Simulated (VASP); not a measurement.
Here is a VASP 6.6.1 calculation.

The input INCAR:

```
SYSTEM = C
ALGO = Normal
EDIFF = 1E-6
ENCUT = 910
GGA = PS
GGA_COMPAT = .False.
ISIF = 2
ISMEAR = 0
LASPH = .True.
LCHARG = .False.
LREAL = .False.
LWAVE = .False.
NBANDS = 11
NELM = 120
PREC = Accurate
SIGMA = 0.05
```

Contents of KPOINTS:

```
k-points
0
Gamma
  12 12 12
  0 0 0
```

POSCAR

```
C
1.0
    0.0000000000      1.8758199042      1.5944469185
    1.8758199042      0.0000000000      1.5944469185
    1.8758199042      1.8758199042      0.0000000000
C
2
Direct
    0.5000000000      0.5000000000      0.5000000000
    0.7500000000      0.7500000000      0.7500000000
```

Potentials or basis: VASP PAW PBE potentials, release 64 (C_h).

Command:

```bash
$ cat potpaw_PBE.64/C_h/POTCAR > POTCAR
$ mpirun -np 1 vasp_std > vasp.out
```

(1) What does it give for the band gap on the k mesh?

(2) Estimate the pressure.

Answers

(1) 0.16 eV, indirect (least direct gap 3.14 eV).

(2) 0.2 GPa.

Caveat: the cutoff is under 1.25 times the usual one of these potentials, so pressure, stress and relaxed cells hold a basis-set (Pulay) error; the PAW data sets were made with another functional, which shifts forces and pressure a little.
